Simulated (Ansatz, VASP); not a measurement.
# Sb in VASP and in Ansatz

The input POSCAR:

```
Sb
1.0
   -4.0300106443      4.0300106443      2.0254867038
    4.0300106443     -4.0300106443      2.0254867038
    4.0300106443      4.0300106443     -2.0254867038
Sb
4
Direct
    0.6512630600      0.1512630600      0.8025261200
    0.1512630600      0.3487369400      0.5000000000
    0.3487369400      0.8487369400      0.1974738800
    0.8487369400      0.6512630600      0.5000000000
```

INCAR.step1

```
SYSTEM = Sb
  PREC = Accurate
  ENCUT = 520
  ISMEAR = -1
  SIGMA = 0.05
  LREAL = .FALSE.
  LASPH = .TRUE.
  NELM = 100
  NBANDS = 18
  GGA = PE
  ALGO = Normal
  EDIFF = 1E-4
  LWAVE = .TRUE.
  LCHARG = .FALSE.
```

Contents of INCAR.step2:

```
SYSTEM = Sb
  PREC = Accurate
  ENCUT = 520
  EDIFF = 1E-6
  ISMEAR = -1
  SIGMA = 0.05
  LREAL = .FALSE.
  LASPH = .TRUE.
  NELM = 100
  ALGO = Normal
  ISIF = 2
  LWAVE = .FALSE.
  LCHARG = .TRUE.
  METAGGA = R2SCAN
  LMIXTAU = .TRUE.
  LELF = .TRUE.
  LVHAR = .TRUE.
  NBANDS = 18
  ISTART = 1
```

File KPOINTS:

```
Automatic mesh
0
G
  7 7 7
  0 0 0
```

input.yaml

```yaml
crystal:
  lattice:
    - [-4.0300106443, 4.0300106443, 2.0254867038]
    - [4.0300106443, -4.0300106443, 2.0254867038]
    - [4.0300106443, 4.0300106443, -2.0254867038]
  atoms:
    - { symbol: Sb, position: [0.65126306, 0.15126306, 0.80252612] }
    - { symbol: Sb, position: [0.15126306, 0.34873694, 0.5] }
    - { symbol: Sb, position: [0.34873694, 0.84873694, 0.19747388] }
    - { symbol: Sb, position: [0.84873694, 0.65126306, 0.5] }
hamiltonian:
  xc: r2scan
  pseudopotentials: { kind: paw }
kpoints:
  mp_grid: { grid: [7, 7, 7] }
scf:
  occupations: { method: fermi_dirac, width: 0.05 }
output:
  forces: true
  stress: true
  eigenvalues: true
```

Alike in both runs: task single point; functional r2SCAN; k mesh 7 × 7 × 7; occupations fermi-dirac, width 0.05 eV; no spin polarisation.

|  | VASP | Ansatz |
| --- | --- | --- |
| version | VASP 6.6.1 | Ansatz 0.2.0 |
| potentials or method | VASP PAW PBE potentials, release 64 (Sb) | Ansatz PAW |
| plane-wave cutoff (eV) | 520 | 500 |
| valence electrons in the cell | 20 | 60 |

|  | VASP | Ansatz | Ansatz less VASP |
| --- | --- | --- | --- |
| gap on the k mesh at the Fermi level (eV) | none | none | - |
| pressure (GPa) | 0.7 | 0.7 | 0.00 |
| traceless stress, the component that is largest in VASP (GPa) | 0.20 | 0.18 | -0.019 |
| rms of the force components (eV/Å) | 0.034 | 0.040 | +0.0063 |

VASP's potentials were made for PBE, not for r2SCAN. Atom by atom the forces differ by 0.006 eV/Å (rms over components). A gap of «none» marks a metal or a gap that the smearing closes. VASP's potentials hold 20 valence electrons a cell and Ansatz's 60, so a difference there can come from the potentials and not from the codes.

Neither program's run includes spin-orbit coupling.
